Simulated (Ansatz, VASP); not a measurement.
# One calculation of MgO, two programs

INCAR

```
SYSTEM = MgO
ALGO = Normal
EDIFF = 1E-7
ENCUT = 520
GGA = PS
ISIF = 2
ISMEAR = 0
LASPH = .True.
LCHARG = .True.
LELF = .True.
LREAL = .False.
LVHAR = .True.
LWAVE = .False.
NBANDS = 16
NELM = 60
PREC = Accurate
SIGMA = 0.05
```

File KPOINTS:

```
k-points
0
Gamma
  9 9 6
  0 0 0
```

Contents of POSCAR:

```
MgO
1.0
    3.4699569155      0.0000000000      0.0000000000
   -1.7349784578      3.0050708389      0.0000000000
    0.0000000000      0.0000000000      4.4252360544
Mg O
2 2
Direct
    0.6666666667      0.3333333333      0.7500000000
    0.3333333333      0.6666666667      0.2500000000
    0.6666666667      0.3333333333      0.2500000000
    0.3333333333      0.6666666667      0.7500000000
```

Input for Ansatz:

```yaml
crystal:
  lattice:
    - [3.4699569155, 0.0, 0.0]
    - [-1.7349784578, 3.0050708389, 0.0]
    - [0.0, 0.0, 4.4252360544]
  atoms:
    - { symbol: Mg, position: [0.6666666667, 0.3333333333, 0.75] }
    - { symbol: Mg, position: [0.3333333333, 0.6666666667, 0.25] }
    - { symbol: O, position: [0.6666666667, 0.3333333333, 0.25] }
    - { symbol: O, position: [0.3333333333, 0.6666666667, 0.75] }
basis:
  ecutwfc: 520.0
kpoints:
  mp_grid: { grid: [9, 9, 6] }
hamiltonian:
  xc: pbesol
  pseudopotentials: { kind: paw, azcp: { folder: soft_1 } }
scf:
  occupations: { method: gaussian, width: 0.05 }
output:
  forces: true
  stress: true
  eigenvalues: true
```

Alike in both runs: task single point; functional PBEsol; k mesh 9 × 9 × 6; occupations gaussian, width 0.05 eV; no spin polarisation.

|  | VASP | Ansatz |
| --- | --- | --- |
| version | VASP 6.6.1 | Ansatz 0.2.0 |
| potentials or method | VASP PAW PBE potentials, release 64 (Mg, O), cutoff 520 eV | scalar-relativistic, plane waves, PAW |
| valence electrons in the cell | 16 | 32 |

```tsv
	VASP	Ansatz	Ansatz less VASP
gap on the k mesh at the Fermi level (eV)	2.99	3.00	+0.010
least direct gap on the mesh (eV)	2.99	3.00	+0.010
pressure (GPa)	-4.6	-4.2	+0.43
traceless stress, the component that is largest in VASP (GPa)	-5.24	-5.16	+0.078
```

VASP's potentials were made for PBE, not for PBEsol, and Ansatz warns of the same on its side. The functional is the same, so the differences come from potentials, cutoffs and numerics. VASP's potentials hold 16 valence electrons a cell and Ansatz's 32, so a difference there can come from the potentials and not from the codes.
